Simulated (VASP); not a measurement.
MgC2:

```
CELL_PARAMETERS angstrom
3.95078 0.00000 0.00000
0.00000 3.95078 0.00000
0.00000 0.00000 4.98709
ATOMIC_POSITIONS crystal
Mg 0.50000 0.50000 0.00000
Mg 0.00000 0.00000 0.50000
C 0.88765 0.88765 0.00000
C 0.61235 0.38766 0.50000
C 0.11235 0.11235 0.00000
C 0.38766 0.61235 0.50000
```

Base run:

* Program: VASP 6.6.1
* Functional: BLYP
* Potentials or basis: VASP PAW PBE potentials, release 64 (Mg, C)
* Cutoff: 520 eV
* k mesh: 5 × 5 × 4, shifted
* Occupations: gaussian, width 0.01 eV
* Spin: no spin polarisation

Its results: band gap on the k mesh 2.95 eV (least direct gap 3.17 eV); pressure 0.8 GPa; largest force 0.552 eV/Å.

Problem. The run is repeated on the same cell with these changes: functional from BLYP to PBE. What comes out?

Solution. Band gap on the k mesh 2.75 eV (least direct gap 3.05 eV); pressure -0.4 GPa; largest force 0.017 eV/Å.

PBE binds more tightly than BLYP, so the same cell stands under less pressure.

Caveats: a shifted mesh leaves out Γ, where band edges can lie; the PAW data sets were made with another functional, which shifts forces and pressure a little (at least some runs).

A k mesh can miss the band edges.
